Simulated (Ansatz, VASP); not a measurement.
This is a calculation of CuO for Ansatz 0.2.0.

File input.yaml:

```yaml
crystal:
  lattice:
    - [2.3906352041, -1.7470046099, 0.0]
    - [2.3906352041, 1.7470046099, 0.0]
    - [-0.877432255, 0.0, 5.1586662202]
  atoms:
    - { symbol: Cu, position: [0.4968, 0.0032, 0.5] }
    - { symbol: Cu, position: [0.0032, 0.4968, 0.0] }
    - { symbol: O, position: [0.4056, 0.5714, 0.7537] }
    - { symbol: O, position: [0.5714, 0.4056, 0.2537] }
hamiltonian:
  xc: rpbe
  pseudopotentials: { kind: paw }
kpoints:
  mp_grid: { grid: [10, 10, 5] }
scf:
  occupations: { method: fermi_dirac, width: 0.05 }
output:
  forces: true
  stress: true
  eigenvalues: true
```

Potentials or basis: Ansatz PAW.

Run with:

```console
$ ansatz run input.yaml --threads 2 --pin off --max-ram 5632MiB --backend cpu --events-out ev --progress --plain --runs-dir out
```

Task: Translate it to VASP 6.6.1. Potentials there: VASP PAW PBE potentials, release 64 (Cu, O).

Result: As run (the cutoff follows the program's own potentials):

File INCAR:

```
SYSTEM = CuO
ALGO     = Normal         ! electronic algorithm
EDIFF    = 1E-7           ! SCF threshold, eV
ENCUT    = 520            ! plane-wave cutoff, eV
GGA      = RP             ! functional
ISIF     = 2              ! what is computed and relaxed
ISMEAR   = -1             ! smearing method
LASPH    = .TRUE.         ! aspherical terms in the spheres
LCHARG   = .FALSE.        ! write CHGCAR
LREAL    = .FALSE.        ! projectors in reciprocal space
LWAVE    = .FALSE.        ! write WAVECAR
NBANDS   = 25             ! bands
NELM     = 80             ! most SCF steps
PREC     = Accurate       ! precision mode
SIGMA    = 0.05           ! smearing width, eV
```

Contents of KPOINTS:

```
k-points
0
G
  10 10 5
  0 0 0
```

Contents of POSCAR:

```
CuO
1.0
    2.3906352041     -1.7470046099      0.0000000000
    2.3906352041      1.7470046099      0.0000000000
   -0.8774322550      0.0000000000      5.1586662202
Cu O
2 2
Direct
    0.4968000000      0.0032000000      0.5000000000
    0.0032000000      0.4968000000      0.0000000000
    0.4056000000      0.5714000000      0.7537000000
    0.5714000000      0.4056000000      0.2537000000
```

Potentials or basis: VASP PAW PBE potentials, release 64 (Cu, O).

Run with:

```console
$ cat potpaw_PBE.64/Cu/POTCAR potpaw_PBE.64/O/POTCAR > POTCAR
$ mpirun -np 1 vasp_std > vasp.out
```

Both were run:

|  | VASP | Ansatz | Ansatz less VASP |
| --- | --- | --- | --- |
| gap on the k mesh at the Fermi level (eV) | none | none | - |
| pressure (GPa) | 1.9 | 1.3 | -0.54 |
| traceless stress, the component that is largest in VASP (GPa) | 1.88 | 2.21 | +0.332 |
| rms of the force components (eV/Å) | 0.383 | 0.377 | -0.0058 |

VASP's potentials were made for PBE, not for RPBE. Atom by atom the forces differ by 0.020 eV/Å (rms over components). A gap of «none» marks a metal or a gap that the smearing closes. VASP's potentials hold 34 valence electrons a cell and Ansatz's 50, so a difference there can come from the potentials and not from the codes.
